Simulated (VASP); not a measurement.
Input of a VASP 6.6.1 run:

File INCAR:

```
SYSTEM = ZrS
  PREC = Accurate
  ENCUT = 520
  EDIFF = 1E-6
  ISMEAR = 0
  SIGMA = 0.1
  LREAL = .FALSE.
  LASPH = .TRUE.
  NELM = 60
  ALGO = Normal
  ISIF = 2
  LWAVE = .FALSE.
  LCHARG = .TRUE.
  GGA = PS
  LELF = .TRUE.
  LVHAR = .TRUE.
  NBANDS = 16
```

Contents of KPOINTS:

```
regular mesh
0
G
  14 14 14
  0 0 0
```

The input POSCAR:

```
ZrS
1.0
    0.0000000000      2.5833766824      2.5833766824
    2.5833766824      0.0000000000      2.5833766824
    2.5833766824      2.5833766824      0.0000000000
Zr S
1 1
Direct
    0.0000000000      0.0000000000      0.0000000000
    0.5000000000      0.5000000000      0.5000000000
```

Potentials or basis: VASP PAW PBE potentials, release 64 (Zr_sv, S).

Run with:

```sh
$ cat potpaw_PBE.64/Zr_sv/POTCAR potpaw_PBE.64/S/POTCAR > POTCAR
$ mpirun -np 1 vasp_std > vasp.out
```

**Question.** Estimate the pressure.

**Answer.** 0.2 GPa.

**Question.** What does it give for the band gap on the k mesh?

**Answer.** Zero (band 9 reaches 12.79 eV, above the bottom of band 10 at 9.74 eV).

Caveat: the PAW data sets were made with another functional, which shifts forces and pressure a little.
